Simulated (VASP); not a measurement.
Write the native input for VASP 6.6.1 that does the following.

```
Task                   : single point
Functional             : LDA
Potentials or basis    : VASP PAW LDA potentials, release 64 (Ge_d, Cu, Mg)
Cutoff                 : 520 eV
k mesh                 : 7 × 7 × 4
Occupations            : gaussian, width 0.05 eV
Spin                   : no spin polarisation
Dipole correction      : no
Further INCAR settings : ALGO = Fast; EDIFF = 1e-06; NBANDS = 36
```

The structure of MgCuGe lies in POSCAR:

```
MgCuGe
1.0
    4.0053020000      0.0000000000      0.0000000000
    0.0000000000      4.0053020000      0.0000000000
    0.0000000000      0.0000000000      6.3947530000
Ge Cu Mg
2 2 2
Direct
    0.5000000000      0.0000000000      0.3220180000
    0.0000000000      0.5000000000      0.6779820000
    0.5000000000      0.0000000000      0.7019580000
    0.0000000000      0.5000000000      0.2980420000
    0.5000000000      0.5000000000      0.0000000000
    0.0000000000      0.0000000000      0.0000000000
```

One way to write it, as run:

INCAR

```
PREC = Accurate
ENCUT = 520
EDIFF = 1E-6
ISMEAR = 0
SIGMA = 0.05
LREAL = False
LASPH = True
NELM = 100
ALGO = Fast
ISIF = 2
LWAVE = False
LCHARG = True
GGA = CA
LELF = True
LVHAR = True
NBANDS = 36
```

KPOINTS

```
regular mesh
0
Gamma
  7 7 4
```

Potentials or basis: VASP PAW LDA potentials, release 64 (Ge_d, Cu, Mg).

Command:

```console
$ cat potpaw_LDA.64/Ge_d/POTCAR potpaw_LDA.64/Cu/POTCAR potpaw_LDA.64/Mg/POTCAR > POTCAR
$ mpirun -np 1 vasp_std > vasp.out
```

Results of the run:

| Quantity | Value |
| --- | --- |
| Pressure | -5.9 GPa |
| Largest force | 0.193 eV/Å |
| Band gap on the k mesh | zero (bands 27 and 28 overlap by 2.62 eV) |

Caveat: the cell stands under tension.

Wall time 3.3 min on 1 thread of AMD EPYC 7R13 (shared host), peak memory 0.21 GiB.
